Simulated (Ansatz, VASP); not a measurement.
## Two plane-wave programs on Au

File INCAR:

```
SYSTEM = Au
  PREC = Accurate
  ENCUT = 520
  EDIFF = 1E-7
  ISMEAR = -1
  SIGMA = 0.05
  LREAL = .FALSE.
  LASPH = .TRUE.
  NELM = 100
  ALGO = Normal
  ISIF = 2
  LWAVE = .FALSE.
  LCHARG = .FALSE.
  GGA = CA
  NBANDS = 12
```

The input KPOINTS:

```
Automatic mesh
0
G
  11 11 11
  0 0 0
```

POSCAR

```
Au
1.0
   -1.6461460541      1.6461460541      1.6461460541
    1.6461460541     -1.6461460541      1.6461460541
    1.6461460541      1.6461460541     -1.6461460541
Au
1
Direct
    0.0000000000      0.0000000000      0.0000000000
```

input.yaml

```yaml
crystal:
  lattice:
    - [-1.6461460541, 1.6461460541, 1.6461460541]
    - [1.6461460541, -1.6461460541, 1.6461460541]
    - [1.6461460541, 1.6461460541, -1.6461460541]
  atoms:
    - { symbol: Au, position: [0.0, 0.0, 0.0] }
hamiltonian:
  xc: lda
  pseudopotentials: { kind: paw }
kpoints:
  mp_grid: { grid: [11, 11, 11] }
scf:
  occupations: { method: fermi_dirac, width: 0.05 }
output:
  forces: true
  stress: true
  eigenvalues: true
  write_density: true
  write_potential: true
  elf: true
  volumetric_format: npy
```

Alike in both runs: task single point; functional LDA; k mesh 11 × 11 × 11; occupations fermi-dirac, width 0.05 eV; no spin polarisation.

|  | VASP | Ansatz |
| --- | --- | --- |
| version | VASP 6.6.1 | Ansatz 0.2.0 |
| potentials or method | VASP PAW LDA potentials, release 64 (Au) | Ansatz PAW |
| plane-wave cutoff (eV) | 520 | 420 |
| valence electrons in the cell | 11 | 19 |

```tsv
	VASP	Ansatz	Ansatz less VASP
gap on the k mesh at the Fermi level (eV)	none	none	-
pressure (GPa)	-10.3	-10.7	-0.41
```

LDA's correlation is that of Perdew and Zunger in VASP and of Perdew and Wang (1992) in Ansatz. A gap of «none» marks a metal or a gap that the smearing closes. VASP's potentials hold 11 valence electrons a cell and Ansatz's 19, so a difference there can come from the potentials and not from the codes.

Neither program's run includes spin-orbit coupling.
